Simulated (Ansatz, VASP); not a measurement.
**One calculation of Rh, two programs**

```
CELL_PARAMETERS angstrom
0.00001 1.89035 1.89030
1.89035 0.00001 1.89030
1.89036 1.89036 0.00000
ATOMIC_POSITIONS crystal
Rh 0.00000 0.00000 0.00000
```

Change from the starting cell: cell sheared at random, sigma 0.01, atoms nudged by 0.01 Å; relaxed back.

Alike in both runs: functional PBEsol; k mesh 16 × 16 × 16; occupations gaussian, width 0.15 eV; no spin polarisation.

Ansatz relaxed the structure, and its values are those at the end. VASP's run is a single point on that final structure, the one shown.

```csv
,VASP,Ansatz
version,VASP 6.6.1,Ansatz 0.2.0
potentials or method,"VASP PAW PBE potentials, release 64 (Rh_pv), cutoff 520 eV","scalar-relativistic, plane waves, PAW"
valence electrons in the cell,15,17
```

```tsv
	VASP	Ansatz	Ansatz less VASP
gap on the k mesh at the Fermi level (eV)	none	none	-
pressure (GPa)	-0.1	0.0	+0.09
```

VASP's potentials were made for PBE, not for PBEsol. A gap of «none» marks a metal or a gap that the smearing closes. VASP's potentials hold 15 valence electrons a cell and Ansatz's 17, so a difference there can come from the potentials and not from the codes.
